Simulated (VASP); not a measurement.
Set up this calculation in VASP 6.6.1, as the native input.

- Task: single point
- Functional: PBE
- Potentials or basis: VASP PAW PBE potentials, release 64 (Cd, Te)
- Cutoff: 520 eV
- k mesh: 10 × 10 × 10
- Occupations: gaussian, width 0.02 eV
- Spin: no spin polarisation
- Dipole correction: no
- Further INCAR settings: ALGO = Normal; EDIFF = 1e-06; NBANDS = 16

The structure of CdTe lies in POSCAR:

```
CdTe
1.0
    0.0000000000      3.3086866433      3.3086866433
    3.3086866433      0.0000000000      3.3086866433
    3.3086866433      3.3086866433      0.0000000000
Cd Te
1 1
Direct
    0.0000000000      0.0000000000      0.0000000000
    0.2500000000      0.2500000000      0.2500000000
```

The input as run:

INCAR

```
PREC     = Accurate       # precision mode
ENCUT    = 520            # plane-wave cutoff, eV
EDIFF    = 1E-6           # SCF threshold, eV
ISMEAR   = 0              # smearing method
SIGMA    = 0.02           # smearing width, eV
LREAL    = F              # projectors in reciprocal space
LASPH    = T              # aspherical terms in the spheres
NELM     = 100            # most SCF steps
ALGO     = Normal         # electronic algorithm
ISIF     = 2              # what is computed and relaxed
LWAVE    = F              # write WAVECAR
LCHARG   = T              # write CHGCAR
GGA      = PE             # functional
LELF     = T              # ELF
LVHAR    = T            
NBANDS   = 16             # bands
```

KPOINTS

```
Automatic mesh
0
Gamma
  10 10 10
```

Potentials or basis: VASP PAW PBE potentials, release 64 (Cd, Te).

Command:

```bash
$ cat potpaw_PBE.64/Cd/POTCAR potpaw_PBE.64/Te/POTCAR > POTCAR
$ mpirun -np 1 vasp_std > vasp.out
```

Results of the run:

- Pressure: 0.1 GPa
- Band gap on the k mesh: 0.58 eV, direct

Caveat: spin-orbit coupling is left out, which moves the levels of the heavy elements.

It took 36 s on 1 thread of AMD EPYC 7R13 Processor (Zen 3) (shared host), peak memory 0.2 GiB.
